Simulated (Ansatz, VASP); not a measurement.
SrO: VASP beside Ansatz

File INCAR:

```
SYSTEM = SrO
PREC = Accurate
ENCUT = 600
EDIFF = 1E-6
ISMEAR = 0
SIGMA = 0.01
LREAL = .FALSE.
LASPH = .TRUE.
NELM = 120
ALGO = Normal
ISIF = 2
LWAVE = .FALSE.
LCHARG = .FALSE.
GGA = PE
NBANDS = 15
GGA_COMPAT = .FALSE.
```

File KPOINTS:

```
Automatic mesh
0
G
  2 2 2
  0 0 0
```

POSCAR

```
SrO
1.0
    0.0000000000      2.5798923271      2.5798923271
    2.5798923271      0.0000000000      2.5798923271
    2.5798923271      2.5798923271      0.0000000000
Sr O
1 1
Direct
    0.0000000000      0.0000000000      0.0000000000
    0.5000000000      0.5000000000      0.5000000000
```

Input for Ansatz:

```yaml
crystal:
  lattice:
    - [0.0, 2.5798923271, 2.5798923271]
    - [2.5798923271, 0.0, 2.5798923271]
    - [2.5798923271, 2.5798923271, 0.0]
  atoms:
    - { symbol: Sr, position: [0.0, 0.0, 0.0] }
    - { symbol: O, position: [0.5, 0.5, 0.5] }
kpoints:
  mp_grid: { grid: [2, 2, 2] }
hamiltonian:
  xc: pbe
scf:
  occupations: { method: fixed }
  n_extra_bands: 4
output:
  forces: true
  stress: true
  eigenvalues: true
```

Alike in both runs: task single point; functional PBE; k mesh 2 × 2 × 2; no spin polarisation.

```csv
,VASP,Ansatz
version,VASP 6.6.1,Ansatz 0.2.0
potentials or method,"VASP PAW PBE potentials, release 64 (Sr_sv, O)",plane waves
plane-wave cutoff (eV),600,420
occupations,"gaussian, width 0.01 eV",fixed
valence electrons in the cell,16,16
```

|  | VASP | Ansatz | Ansatz less VASP |
| --- | --- | --- | --- |
| gap on the k mesh at the Fermi level (eV) | 3.06 | 3.12 | +0.054 |
| pressure (GPa) | 2.8 | 2.2 | -0.59 |

The k mesh is coarse, so the values compare programs but aren't converged.
